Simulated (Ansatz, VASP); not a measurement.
**One calculation of KI, two programs**

```
K I
1.0
     0.00000    3.43644    3.70078
     3.43644    0.00000    3.70078
     3.43644    3.43644    0.00000
K I
1 1
Direct
  0.00000 0.00000 0.00000
  0.50000 0.50000 0.50000
```

Change from the starting cell: strain -0.025 along x and y, +0.050 along z, atoms carried along.

Alike in both runs: task single point; functional PBE; k mesh 6 × 6 × 6; occupations gaussian, width 0.05 eV; no spin polarisation.

|  | VASP | Ansatz |
| --- | --- | --- |
| version | VASP 6.6.1 | Ansatz 0.2.0 |
| potentials or method | VASP PAW PBE potentials, release 64 (K_sv, I), cutoff 520 eV | scalar-relativistic, plane waves, PAW |
| valence electrons in the cell | 16 | 26 |

```tsv
	VASP	Ansatz	Ansatz less VASP
gap on the k mesh at the Fermi level (eV)	3.97	3.97	+0.005
least direct gap on the mesh (eV)	3.97	3.97	+0.005
pressure (GPa)	0.9	0.9	-0.04
traceless stress, the component that is largest in VASP (GPa)	-1.23	-1.21	+0.015
```

The functional is the same, so the differences come from potentials, cutoffs and numerics. VASP's potentials hold 16 valence electrons a cell and Ansatz's 26, so a difference there can come from the potentials and not from the codes.

Spin-orbit coupling is off throughout.
